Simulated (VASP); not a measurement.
Runs of VASP 6.6.1 on YbH3. The structure is that of space group Fm-3m (No. 225), or close to it. The cells are those of the table. 

| task | level | cell | gap on the mesh (eV) | pressure (GPa) | relaxed volume (Å³/atom) |
| --- | --- | --- | --- | --- | --- |
| relaxation of cell and atoms | revPBE+D3(BJ) | relaxed from a = 3.684 Å, angles 60.0°, 4 atoms | none | 0.0 | 7.74 |
| single point | revPBE+D3(BJ) | a = 3.522 Å, angles 60.0°, 4 atoms | none | -0.2 | - |
| relaxation of cell and atoms | LDA | relaxed from a = 3.684 Å, angles 60.0°, 4 atoms | none | 0.0 | (a) |
| single point | LDA | a = 3.500 Å, angles 60.0°, 4 atoms | none | 0.5 | - |
| single point | RPBE | a = 3.635 Å, angles 60.0°, 4 atoms | none | 0.2 | - |
| relaxation of cell and atoms | RPBE | relaxed from a = 3.684 Å, angles 60.0°, 4 atoms | none | 0.0 | (b) |

Alike in all rows: potentials or basis VASP PAW PBE potentials, release 64 (Yb, H); no spin polarisation; k mesh 10 × 10 × 10; cutoff (eV) 600; smearing methfessel-paxton 0.01 eV.

Task: Estimate the missing entries.

Result: (a) 7.61; (b) 8.50.

Caveats: the PAW data sets were made with another functional, which shifts forces and pressure a little; spin-orbit coupling is left out, which moves the levels of the heavy elements; an odd number of electrons without spin polarisation forces a metal; a magnetic or distorted state may lie lower.

A k mesh can miss the band edges, and the runs leave out spin-orbit coupling on Yb.

A gap of «none» marks levels without a gap at the run's occupations.
